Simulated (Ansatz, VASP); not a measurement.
# Sb in VASP and in Ansatz

Contents of INCAR:

```
PREC = Accurate ; ENCUT = 520
EDIFF = 1E-7 ; ISMEAR = -1
SIGMA = 0.05 ; LREAL = F
LASPH = T ; NELM = 80
ALGO = Normal ; ISIF = 2
LWAVE = F ; LCHARG = F
GGA = PE ; NBANDS = 12
```

KPOINTS

```
Automatic mesh
0
Gamma
  12 12 7
```

POSCAR

```
Sb
1.0
    3.3913120892      0.0000000000      0.0000000000
   -1.6956560446      2.9369624214      0.0000000000
    0.0000000000      0.0000000000      5.3652990420
Sb
2
Direct
    0.3333333333      0.6666666667      0.2500000000
    0.6666666667      0.3333333333      0.7500000000
```

Input for Ansatz:

```yaml
crystal:
  lattice:
    - [3.3913120892, 0.0, 0.0]
    - [-1.6956560446, 2.9369624214, 0.0]
    - [0.0, 0.0, 5.365299042]
  atoms:
    - { symbol: Sb, position: [0.3333333333, 0.6666666667, 0.25] }
    - { symbol: Sb, position: [0.6666666667, 0.3333333333, 0.75] }
kpoints:
  mp_grid: { grid: [12, 12, 7] }
scf:
  occupations: { method: fermi_dirac, width: 0.05 }
hamiltonian:
  xc: pbe
  pseudopotentials: { kind: all_electron, lapw: { basis_error: 0.0005 } }
output:
  forces: true
  stress: true
  eigenvalues: true
```

Change from the starting cell: volume scaled by 1.02.

Alike in both runs: task single point; functional PBE; k mesh 12 × 12 × 7; occupations fermi-dirac, width 0.05 eV; no spin polarisation.

|  | VASP | Ansatz |
| --- | --- | --- |
| version | VASP 6.6.1 | Ansatz 0.2.0 |
| potentials or method | VASP PAW PBE potentials, release 64 (Sb), cutoff 520 eV | all-electron LAPW, scalar-relativistic |

Ansatz gave:

| Quantity | Value |
| --- | --- |
| pressure (GPa) | 1.6 |
| traceless stress, the component that is largest in VASP (GPa) | -0.73 |

Q: Estimate VASP's values.

A: Pressure (GPa): 1.5; traceless stress, the component that is largest in VASP (GPa): -0.73.

Ansatz ran all-electron here, and VASP with PAW potentials.

Neither program's run includes spin-orbit coupling.
